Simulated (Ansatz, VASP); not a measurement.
# Co in VASP and in Ansatz

```
Co
1.0
     0.00000    2.57820    2.57820
     2.57820    0.00000    2.57820
     2.57820    2.57820    0.00000
Co
2
Direct
  0.12500 0.12500 0.12500
  0.87500 0.87500 0.87500
```

Alike in both runs: functional BLYP; k mesh 11 × 11 × 11; occupations fermi-dirac, width 0.05 eV; collinear spin.

Ansatz relaxed the structure, and its values are those at the end. VASP's run is a single point on that final structure, the one shown.

```csv
,VASP,Ansatz
version,VASP 6.6.1,Ansatz 0.2.0
potentials or method,"VASP PAW PBE potentials, release 64 (Co), cutoff 520 eV","plane waves (420 eV) with PAW, scalar-relativistic"
valence electrons in the cell,18,34
```

|  | VASP | Ansatz | Ansatz less VASP |
| --- | --- | --- | --- |
| pressure (GPa) | -0.3 | 0.0 | +0.29 |
| net moment per atom (μB) | 1.70 | 1.71 | +0.012 |
| size of the moment on the site where the two differ most (μB) | 1.70 | 1.73 | +0.034 |

VASP's potentials were made for PBE, not for BLYP. Site moments also hang on the region over which each program counts them. With one functional, cell and mesh, what is left measures potentials, basis and numerics. VASP's potentials hold 18 valence electrons a cell and Ansatz's 34, so a difference there can come from the potentials and not from the codes.
